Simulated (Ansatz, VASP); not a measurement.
# Two plane-wave programs on Y2Os

```xyz
3
Lattice="0.0000 3.3897 3.3897 3.3897 0.0000 3.3897 3.3897 3.3897 0.0000" Properties=species:S:1:pos:R:3 pbc="T T T"
Y     1.6948    1.6948    1.6948
Y     5.0845    5.0845    5.0845
Os    0.0000    0.0000    0.0000
```

Change from the starting cell: relaxed end of: species swapped into the Si2Ni type (Fm-3m, No. 225).

Alike in both runs: task relaxation of cell and atoms; functional PBE; k mesh 12 × 12 × 12; occupations gaussian, width 0.1 eV; no spin polarisation.

```csv
,VASP,Ansatz
version,VASP 6.6.1,Ansatz 0.2.0
potentials or method,"VASP PAW PBE potentials, release 64 (Y_sv, Os), cutoff 600 eV","scalar-relativistic, plane waves, PAW"
valence electrons in the cell,30,38
```

```tsv
	VASP	Ansatz	Ansatz less VASP
gap on the k mesh at the Fermi level, each at its own relaxed structure (eV)	none	none	-
relaxed volume (Å³/atom)	25.93	25.96	+0.036
relaxed cell length with the largest relative difference (Å)	4.792	4.794	+0.0022
```

A gap of «none» marks a metal or a gap that the smearing closes. VASP's potentials hold 30 valence electrons a cell and Ansatz's 38, so a difference there can come from the potentials and not from the codes.

Spin-orbit coupling is off throughout.
